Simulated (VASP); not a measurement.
# BaTiO3 (Amm2) in VASP: notebook

BaTiO3 is run at these levels: PBEsol; tasks: electric field gradients.

Everything below comes from runs of VASP 6.6.1. Logs are shortened: lines on timing, memory, paths and dates and some standing lists are left out, and cuts for length are marked.

### 1 The cell of the first run

It takes space group Amm2 (No. 38, orthorhombic). Conventional cell: a = 3.997 Å, b = 5.693 Å, c = 5.711 Å, α = 90.00°, β = 90.00°, γ = 90.00°. Ba (site symmetry mm2) has 12 O at 2.81 to 2.90 Å and 8 Ti at 3.45 to 3.52 Å within 3.7 Å. Within 2.6 Å of Ti (site symmetry mm2) lie 6 O at 1.96 to 2.07 Å. Within 2.7 Å of O (site symmetry mm2) lie 2 Ti at 2.00 Å. O (site symmetry m) has 2 Ti at 1.96 to 2.07 Å within 2.6 Å.

### 2 Electric field gradients, PBEsol (13.00 Å³/atom)

INCAR

```
  ALGO = Normal
  EDIFF = 1E-8
  ENCUT = 520
  GGA = PS
  ISIF = 2
  ISMEAR = -1
  LASPH = True
  LCHARG = False
  LEFG = True
  LREAL = False
  LWAVE = False
  NBANDS = 28
  NELM = 60
  PREC = Accurate
  SIGMA = 0.05
```

KPOINTS

```
k-points
0
Gamma
  8 8 8
```

POSCAR

```
BaTiO3
1.0
    3.9973363099      0.0000000000      0.0000000000
    0.0000000000      2.8464754845      2.8552545545
    0.0000000000     -2.8464754845      2.8552545545
Ba Ti O
1 1 3
Direct
    0.0000000000      0.0000000000      0.0000000000
    0.5000000000      0.5079000000      0.5079000000
    0.0000000000      0.4921000000      0.4921000000
    0.5000000000      0.5025100000      0.9937100000
    0.5000000000      0.9937100000      0.5025100000
```

Potentials or basis: VASP PAW PBE potentials, release 64 (Ba_sv, Ti_sv, O).

Launch:

```sh
$ cat potpaw_PBE.64/Ba_sv/POTCAR potpaw_PBE.64/Ti_sv/POTCAR potpaw_PBE.64/O/POTCAR > POTCAR
$ mpirun -np 1 vasp_std > vasp.out
```

OUTCAR:

```text
EDIFF = 1E-8
   ENCUT = 520
   GGA = PS
   ISIF = 2
   ISMEAR = -1
   LASPH = True
   LREAL = False
   NELM = 60
   PREC = Accurate

 ion  position               nearest neighbor table
   1  0.000  0.000  0.000-   3 2.81   4 2.83   5 2.83   4 2.83   5 2.83   4 2.85   5 2.85   5 2.85
                             4 2.85   3 2.85   3 2.85   3 2.90   2 3.45   2 3.45   2 3.48   2 3.48
   2  0.500  0.508  0.508-   4 1.96   5 1.96   3 2.00   3 2.00   5 2.07   4 2.07   1 3.45   1 3.45
                             1 3.48   1 3.48   1 3.48   1 3.48   1 3.52   1 3.52
   3  0.000  0.492  0.492-   2 2.00   2 2.00   1 2.81   1 2.85   1 2.85   1 2.90
   4  0.500  0.503  0.994-   2 1.96   2 2.07   1 2.83   1 2.83   1 2.85   1 2.85
   5  0.500  0.994  0.503-   2 1.96   2 2.07   1 2.83   1 2.83   1 2.85   1 2.85

  LATTYP: Found a base centered orthorhombic cell.
 ALAT       =     5.6929509690
 B/A-ratio  =     1.0030841896
 C/A-ratio  =     0.7021554079

  Lattice vectors:

 A1 = (   0.0000000000,   2.8464754845,  -2.8552545545)
 A2 = (   0.0000000000,   2.8464754845,   2.8552545545)
 A3 = (   3.9973363099,   0.0000000000,   0.0000000000)

Analysis of symmetry for initial positions (statically):
=====================================================================
 Subroutine PRICEL returns:
 Original cell was already a primitive cell.

 Routine SETGRP: Setting up the symmetry group for a
 base centered orthorhombic supercell.

 Subroutine GETGRP returns: Found  4 space group operations
 (whereof  4 operations were pure point group operations)
 out of a pool of  8 trial point group operations.

The static configuration has the point symmetry C_2v.

Analysis of symmetry for dynamics (positions and initial velocities):
=====================================================================
 Subroutine PRICEL returns:
 Original cell was already a primitive cell.

 Routine SETGRP: Setting up the symmetry group for a
 base centered orthorhombic supercell.

 Subroutine GETGRP returns: Found  4 space group operations
 (whereof  4 operations were pure point group operations)
 out of a pool of  8 trial point group operations.

The dynamic configuration has the point symmetry C_2v.

 Subroutine INISYM returns: Found  4 space group operations
[... 153 lines left out ...]
 val. band max:        3.5899515686   @ k =   0.5000   0.5000   0.5000
 cond. band min:       5.3170083880   @ k =   0.0000   0.0000   0.0000
 fundamental gap:      1.7270568194
 Fermi energy:         4.4814878313

 k-point     1 :       0.0000    0.0000    0.0000
  band No.  band energies     occupation
      1     -52.7982      2.00000
      2     -29.1225      2.00000
      3     -29.1205      2.00000
      4     -29.1164      2.00000
      5     -21.2052      2.00000
      6     -13.1966      2.00000
[... 733 lines left out ...]
     27      11.5117      0.00000
     28      13.0821      0.00000

 [... further k-points ...]

------------------------ aborting loop because EDIFF is reached ----------------------------------------

  FORCE on cell =-STRESS in cart. coord.  units (eV):
  Direction    XX          YY          ZZ          XY          YZ          ZX
  --------------------------------------------------------------------------------------
  -------------------------------------------------------------------------------------
  Total       -1.4237743     -1.6748598     -1.9548640      0.0000000      0.0000000      0.0000000
  in kB      -35.1074076    -41.2986700    -48.2030110      0.0000000      0.0000000      0.0000000
  external PRESSURE =     -41.5363629 kB  Pullay stress =       0.0000000 kB

 VOLUME and BASIS-vectors are now :
 -----------------------------------------------------------------------------
  energy-cutoff  :      520.00
  volume of cell :       64.98
      direct lattice vectors                 reciprocal lattice vectors
     3.997336310  0.000000000  0.000000000     0.250166592  0.000000000  0.000000000
     0.000000000  2.846475484  2.855254555     0.000000000  0.175655825  0.175115735
     0.000000000 -2.846475484  2.855254555     0.000000000 -0.175655825  0.175115735

 POSITION                                       TOTAL-FORCE (eV/Angst)
 -----------------------------------------------------------------------------------
      0.00000      0.00000      0.00000         0.000000     -0.000000      0.086682
      1.99867      0.00000      2.90037         0.000000     -0.000000      0.236306
      0.00000      0.00000      2.81014         0.000000     -0.000000      0.103901
      1.99867     -1.39819      4.27209         0.000000      0.046044     -0.213444
      1.99867      1.39819      4.27209         0.000000     -0.046044     -0.213444
 -----------------------------------------------------------------------------------
    total drift:                                0.000000     -0.000000     -0.000190

  FREE ENERGIE OF THE ION-ELECTRON SYSTEM (eV)
  ---------------------------------------------------
  free  energy   TOTEN  =       -41.9642348607 eV

  energy  without entropy=      -41.9642348587  energy(sigma->0) =      -41.96423486

 Electric field gradients (V/A^2)
---------------------------------------------------------------------
 ion       V_xx      V_yy      V_zz      V_xy      V_xz      V_yz
---------------------------------------------------------------------
   1       0.718    -1.312     0.594    -0.000     0.000     0.000
   2      -5.767     3.018     2.749    -0.000    -0.000     0.000
   3      23.082   -11.111   -11.971    -0.000    -0.000     0.000
   4     -12.550     5.777     6.772     0.000     0.000   -17.402
   5     -12.550     5.777     6.772    -0.000     0.000    17.402
---------------------------------------------------------------------

 Electric field gradients after diagonalization (V/A^2)
 (convention: |V_zz| > |V_xx| > |V_yy|)
----------------------------------------------------------------------
 ion       V_xx      V_yy      V_zz     asymmetry (V_yy - V_xx)/ V_zz
----------------------------------------------------------------------
   1       0.718     0.594    -1.312       0.094
   2       3.018     2.749    -5.767       0.047
   3     -11.971   -11.111    23.082       0.037
   4     -12.550   -11.134    23.684       0.060
   5     -12.550   -11.134    23.684       0.060
----------------------------------------------------------------------

           NMR quadrupolar parameters

 Cq : quadrupolar parameter    Cq=e*Q*V_zz/h
 eta: asymmetry parameters     (V_yy - V_xx)/ V_zz
 Q  : nuclear electric quadrupole moment in mb (millibarn)
----------------------------------------------------------------------
 ion       Cq(MHz)       eta       Q (mb)
----------------------------------------------------------------------
   1      -0.003       0.094       1.000
   2      -0.014       0.047       1.000
   3       0.056       0.037       1.000
   4       0.057       0.060       1.000
   5       0.057       0.060       1.000
----------------------------------------------------------------------
```

stdout:

```text
POSCAR found type information on POSCAR BaTiO
 POSCAR found :  3 types and       5 ions
 scaLAPACK will be used
 -----------------------------------------------------------------------------
|                                                                             |
|                                                                             |
|     You enforced a specific xc type in the INCAR file but a different       |
|     I HOPE YOU KNOW WHAT YOU ARE DOING!                                     |
|                                                                             |
 -----------------------------------------------------------------------------

 LDA part: xc-table for (Slater+PW92), standard interpolation
 POSCAR, INCAR and KPOINTS ok, starting setup
 FFT: planning ... GRIDC
 FFT: planning ... GRID_SOFT
 FFT: planning ... GRID
 WAVECAR not read
 entering main loop
ion   1

ion   2

ion   3

ion   4

ion   5
```

Wall time 1.9 min (1 thread of Intel Xeon 6975P-C (Granite Rapids), shared host); peak memory 0.31 GiB.

Results:

| Property | Result |
| --- | --- |
| Free energy | -41.9642 eV |
| Pressure | -4.2 GPa |
| Largest force | 0.236 eV/Å |
| Band gap on the k mesh | 1.73 eV (least direct gap 1.91 eV) |
| Largest electric field gradient by atom | Ba -1.3; Ti -5.8; O +23.1, +23.7 (each value once) V/Å² |

Forces on the atoms (eV/Å):
```
Ba   0.000  0.000  0.087
Ti   0.000  0.000  0.236
O    0.000  0.000  0.104
O    0.000  0.046 -0.213
O    0.000 -0.046 -0.213
```

Stress tensor (GPa, compression positive):
```
-3.51  0.00  0.00
 0.00 -4.13  0.00
 0.00  0.00 -4.82
```

Electric field gradients, principal values (V/Å²):
```tsv
atom	least	middle	greatest (by size)
1 Ba	0.594	0.718	-1.312
2 Ti	2.749	3.018	-5.767
3 O	-11.111	-11.971	23.082
4 O	-11.134	-12.550	23.684
5 O	-11.134	-12.550	23.684
```

Caveat: the cell stands under tension; without QUAD_EFG the Cq values of the log hold for a quadrupole moment of 1 mb, not for the nuclei; the PAW data sets were made with another functional, which shifts forces and pressure a little; spin-orbit coupling is left out, which moves the levels of the heavy elements. A k mesh can miss the band edges.

### 3 Electric field gradients, PBEsol (zz strain of -1 %)

INCAR

```
SYSTEM = BaTiO3
PREC = Accurate ; ENCUT = 910
EDIFF = 1E-8 ; ISMEAR = -1
SIGMA = 0.05 ; LREAL = .FALSE.
LASPH = .TRUE. ; NELM = 120
ALGO = Normal ; ISIF = 2
LWAVE = .FALSE. ; LCHARG = .FALSE.
GGA = PS ; LEFG = .TRUE.
NBANDS = 28 ; GGA_COMPAT = .FALSE.
```

KPOINTS

```
regular mesh
0
G
  8 8 8
  0 0 0
```

POSCAR, as its differences from that of step 2:

```diff
@@ -2,5 +2,5 @@
 1.0
-    3.9973363099      0.0000000000      0.0000000000
-    0.0000000000      2.8464754845      2.8552545545
-    0.0000000000     -2.8464754845      2.8552545545
+    3.9841000000      0.0000000000      0.0000000000
+    0.0000000000      2.8370500000      2.8173420000
+    0.0000000000     -2.8370500000      2.8173420000
 Ba Ti O
```

Potentials or basis: VASP PAW PBE potentials, release 64 (Ba_sv, Ti_sv, O_h).

Launch:

```sh
$ cat potpaw_PBE.64/Ba_sv/POTCAR potpaw_PBE.64/Ti_sv/POTCAR potpaw_PBE.64/O_h/POTCAR > POTCAR
$ mpirun -np 1 vasp_std > vasp.out
```

OUTCAR:

```text
SYSTEM = BaTiO3
   PREC = Accurate
   ENCUT = 910
   EDIFF = 1E-8
   ISMEAR = -1
   LREAL = .FALSE.
   LASPH = .TRUE.
   NELM = 120
   ISIF = 2
   GGA = PS

 ion  position               nearest neighbor table
   1  0.000  0.000  0.000-   3 2.77   4 2.82   5 2.82   4 2.82   5 2.82   4 2.83   5 2.83   5 2.83
                             4 2.83   3 2.84   3 2.84   3 2.86   2 3.41   2 3.41   2 3.47   2 3.47
   2  0.500  0.508  0.508-   4 1.94   5 1.94   3 1.99   3 1.99   5 2.06   4 2.06   1 3.41   1 3.41
                             1 3.47   1 3.47   1 3.47   1 3.47   1 3.49   1 3.49
   3  0.000  0.492  0.492-   2 1.99   2 1.99   1 2.77   1 2.84   1 2.84   1 2.86
   4  0.500  0.503  0.994-   2 1.94   2 2.06   1 2.82   1 2.82   1 2.83   1 2.83
   5  0.500  0.994  0.503-   2 1.94   2 2.06   1 2.82   1 2.82   1 2.83   1 2.83

  LATTYP: Found a base centered orthorhombic cell.
 ALAT       =     5.6346840000
 B/A-ratio  =     1.0069952459
 C/A-ratio  =     0.7070671576

  Lattice vectors:

 A1 = (   0.0000000000,   2.8370500000,   2.8173420000)
 A2 = (   0.0000000000,  -2.8370500000,   2.8173420000)
 A3 = (   3.9841000000,   0.0000000000,   0.0000000000)

Analysis of symmetry for initial positions (statically):
=====================================================================
 Subroutine PRICEL returns:
 Original cell was already a primitive cell.

 Routine SETGRP: Setting up the symmetry group for a
 base centered orthorhombic supercell.

 Subroutine GETGRP returns: Found  4 space group operations
 (whereof  4 operations were pure point group operations)
 out of a pool of  8 trial point group operations.

The static configuration has the point symmetry C_2v.

[... 924 lines left out ...]
  -------------------------------------------------------------------------------------
  Total       -0.4316931     -0.8018122     -0.1241429      0.0000000      0.0000000      0.0000000
  in kB      -10.8597261    -20.1704910     -3.1229537      0.0000000      0.0000000      0.0000000
  external PRESSURE =     -11.3843903 kB  Pullay stress =       0.0000000 kB

 VOLUME and BASIS-vectors are now :
 -----------------------------------------------------------------------------
  energy-cutoff  :      910.00
  volume of cell :       63.69
      direct lattice vectors                 reciprocal lattice vectors
     3.984100000  0.000000000  0.000000000     0.250997716  0.000000000  0.000000000
     0.000000000  2.837050000  2.817342000     0.000000000  0.176239404  0.177472242
     0.000000000 -2.837050000  2.817342000     0.000000000 -0.176239404  0.177472242

 POSITION                                       TOTAL-FORCE (eV/Angst)
 -----------------------------------------------------------------------------------
      0.00000      0.00000      0.00000         0.000000      0.000000      0.081873
      1.99205      0.00000      2.86186         0.000000      0.000000      0.155866
      0.00000      0.00000      2.77283         0.000000      0.000000      0.108147
      1.99205     -1.39356      4.21536         0.000000      0.000342     -0.172943
      1.99205      1.39356      4.21536         0.000000     -0.000342     -0.172943
 -----------------------------------------------------------------------------------
    total drift:                                0.000000     -0.000002     -0.002292

  FREE ENERGIE OF THE ION-ELECTRON SYSTEM (eV)
  ---------------------------------------------------
  free  energy   TOTEN  =       -42.0037652350 eV

  energy  without entropy=      -42.0037652338  energy(sigma->0) =      -42.00376523

 Electric field gradients (V/A^2)
---------------------------------------------------------------------
 ion       V_xx      V_yy      V_zz      V_xy      V_xz      V_yz
---------------------------------------------------------------------
   1       1.447     4.776    -6.223     0.000     0.000     0.000
   2      -1.538    -0.941     2.479     0.000    -0.000    -0.000
   3      22.936   -11.123   -11.813     0.000    -0.000    -0.000
   4     -10.566     6.101     4.465     0.000     0.000   -16.006
   5     -10.566     6.101     4.465    -0.000    -0.000    16.006
---------------------------------------------------------------------

 Electric field gradients after diagonalization (V/A^2)
 (convention: |V_zz| > |V_xx| > |V_yy|)
----------------------------------------------------------------------
 ion       V_xx      V_yy      V_zz     asymmetry (V_yy - V_xx)/ V_zz
----------------------------------------------------------------------
   1       4.776     1.447    -6.223       0.535
   2      -1.538    -0.941     2.479       0.241
   3     -11.813   -11.123    22.936       0.030
   4     -10.744   -10.566    21.310       0.008
   5     -10.744   -10.566    21.310       0.008
----------------------------------------------------------------------

           NMR quadrupolar parameters

 Cq : quadrupolar parameter    Cq=e*Q*V_zz/h
 eta: asymmetry parameters     (V_yy - V_xx)/ V_zz
 Q  : nuclear electric quadrupole moment in mb (millibarn)
----------------------------------------------------------------------
 ion       Cq(MHz)       eta       Q (mb)
----------------------------------------------------------------------
   1      -0.015       0.535       1.000
   2       0.006       0.241       1.000
   3       0.055       0.030       1.000
   4       0.052       0.008       1.000
   5       0.052       0.008       1.000
----------------------------------------------------------------------
```

OSZICAR:

```text
N       E                     dE             d eps       ncg     rms          rms(c)
DAV:   1     0.588906403050E+03    0.58891E+03   -0.28662E+04  5880   0.234E+03
DAV:   2     0.562210404315E+02   -0.53269E+03   -0.50733E+03  6196   0.547E+02
DAV:   3    -0.457594052907E+02   -0.10198E+03   -0.96678E+02  8928   0.190E+02
DAV:   4    -0.519714708063E+02   -0.62121E+01   -0.61881E+01  7784   0.463E+01
DAV:   5    -0.522164164414E+02   -0.24495E+00   -0.24475E+00  9036   0.829E+00    0.231E+01
DAV:   6    -0.421595378089E+02    0.10057E+02   -0.52102E+01  8696   0.649E+01    0.982E+00
DAV:   7    -0.421619051735E+02   -0.23674E-02   -0.94105E+00  8160   0.212E+01    0.684E+00
DAV:   8    -0.419963261048E+02    0.16558E+00   -0.87873E-01  7288   0.833E+00    0.300E+00
DAV:   9    -0.420251573606E+02   -0.28831E-01   -0.25780E-01  8376   0.381E+00    0.135E+00
DAV:  10    -0.420046040404E+02    0.20553E-01   -0.10244E-01  7036   0.336E+00    0.439E-01
DAV:  11    -0.420038122277E+02    0.79181E-03   -0.82466E-03  7860   0.563E-01    0.798E-02
DAV:  12    -0.420040385510E+02   -0.22632E-03   -0.12692E-03  9116   0.283E-01    0.135E-01
DAV:  13    -0.420037631262E+02    0.27542E-03   -0.95867E-04  7752   0.318E-01    0.113E-02
DAV:  14    -0.420037652910E+02   -0.21648E-05   -0.33379E-05  7520   0.455E-02    0.459E-03
DAV:  15    -0.420037653042E+02   -0.13208E-07   -0.33261E-06  8416   0.144E-02    0.181E-03
DAV:  16    -0.420037653085E+02   -0.42783E-08   -0.37020E-07  8432   0.476E-03    0.233E-03
DAV:  17    -0.420037652287E+02    0.79777E-07   -0.42667E-07  7256   0.678E-03    0.526E-04
DAV:  18    -0.420037652350E+02   -0.63087E-08   -0.15892E-08  5604   0.956E-04
   1 F= -.42003765E+02 E0= -.42003765E+02  d E =-.119005E-08
```

Run time: 5 min. Hardware: 1 thread of Intel Xeon Platinum 8375C at 2.90GHz (Ice Lake), shared host; peak memory 0.55 GiB.

What came out:

```yaml
Free_energy: -42.0038 eV
Pressure: -1.1 GPa
Largest_force: 0.173 eV/Å
Band_gap_on_the_k_mesh: 1.78 eV (least direct gap 1.95 eV)
Largest_electric_field_gradient_by_atom: Ba -6.2; Ti +2.5; O +22.9, +21.3 (each value once) V/Å²
```

Forces in eV/Å, atoms in the order of the input:
```
Ba   0.000  0.000  0.082
Ti   0.000  0.000  0.156
O    0.000  0.000  0.108
O    0.000  0.000 -0.173
O    0.000  0.000 -0.173
```

Stress tensor (GPa, compression positive):
```
-1.09  0.00  0.00
 0.00 -2.02  0.00
 0.00  0.00 -0.31
```

Levels at points of the mesh, in eV from the valence-band top:
```tsv
k point	band 18	band 19	band 20	band 21	band 22	band 23
(0.00, 0.00, 0.00)	-0.24	-0.19	-0.17	1.78	1.80	1.85
(0.50, 0.00, 0.00)	-1.80	-0.80	-0.75	1.96	3.53	3.58
(0.00, 0.50, 0.00)	-1.79	-0.78	-0.74	1.97	3.55	3.56
(0.50, 0.50, 0.00)	-0.89	-0.88	-0.10	3.56	3.57	3.97
(0.00, 0.50, 0.50)	-0.89	-0.88	-0.12	3.57	3.57	3.97
(0.50, 0.50, 0.50)	-0.03	-0.02	0.00	4.21	4.24	4.25
```

Electric field gradients, principal values (V/Å²):
| atom | least | middle | greatest (by size) |
| --- | --- | --- | --- |
| 1 Ba | 1.447 | 4.776 | -6.223 |
| 2 Ti | -0.941 | -1.538 | 2.479 |
| 3 O | -11.123 | -11.813 | 22.936 |
| 4 O | -10.566 | -10.744 | 21.310 |
| 5 O | -10.566 | -10.744 | 21.310 |

Caveat: the cell differs from its parent crystal (zz strain of -1 %); the cutoff is under 1.25 times the usual one of these potentials, so pressure, stress and relaxed cells hold a basis-set (Pulay) error; without QUAD_EFG the Cq values of the log hold for a quadrupole moment of 1 mb, not for the nuclei; the PAW data sets were made with another functional, which shifts forces and pressure a little; spin-orbit coupling is left out, which moves the levels of the heavy elements. A k mesh can miss the band edges.

(Part 1 of 2 ends here.)
